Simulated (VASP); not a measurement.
Set up this calculation in VASP 6.6.1, as the native input.

```yaml
Task: single point
Functional: PBE
Potentials_or_basis: VASP PAW PBE potentials, release 64 (B, N)
Cutoff: 520 eV
k_mesh: 12 × 12 × 6
Occupations: gaussian, width 0.1 eV
Spin: no spin polarisation
Dipole_correction: no
Further_INCAR_settings: ALGO = Normal; EDIFF = 1e-06; NBANDS = 18
```

The structure of B3N2 lies in POSCAR:

```
B3N2
1.0
    3.3361559065      0.0000000000      0.0000000000
   -1.6680779532      2.8891957660      0.0000000000
    0.0000000000      0.0000000000      9.2018840875
B N
3 2
Direct
    0.5000000000      0.0000000000      0.0000000000
    0.0000000000      0.5000000000      0.0000000000
    0.5000000000      0.5000000000      0.0000000000
    0.0000000000      0.0000000000      0.4401249300
    0.0000000000      0.0000000000      0.5598750700
```

The cell was built from a structure type or drawn by symmetry, and may not be a known phase.

The input as run:

INCAR

```
SYSTEM = B3N2
PREC = Accurate ; ENCUT = 520
EDIFF = 1E-6 ; ISMEAR = 0
SIGMA = 0.1 ; LREAL = .False.
LASPH = .True. ; NELM = 80
ALGO = Normal ; ISIF = 2
LWAVE = .False. ; LCHARG = .False.
GGA = PE ; NBANDS = 18
```

KPOINTS

```
regular mesh
0
Gamma
  12 12 6
  0 0 0
```

Potentials or basis: VASP PAW PBE potentials, release 64 (B, N).

Command:

```console
$ cat potpaw_PBE.64/B/POTCAR potpaw_PBE.64/N/POTCAR > POTCAR
$ mpirun -np 1 vasp_std > vasp.out
```

It gave:

```json
{
  "Pressure": "1.0 GPa",
  "Largest force": "1.758 eV/Å",
  "Band gap on the k mesh": "zero (an odd number of electrons rules out a gap without spin polarisation)"
}
```

Caveat: the standard files for N, O and F lose accuracy on very short bonds; this functional lacks dispersion, which binds the layers, so the pressure and a relaxed spacing across them are unreliable; forces of over 1 eV/Å act on the atoms, so gaps and moduli don't describe the material at rest.

Wall time 110 s on 1 thread of Intel(R) Xeon(R) Platinum 8488C (Sapphire Rapids), on a shared host, peak memory 0.26 GiB.
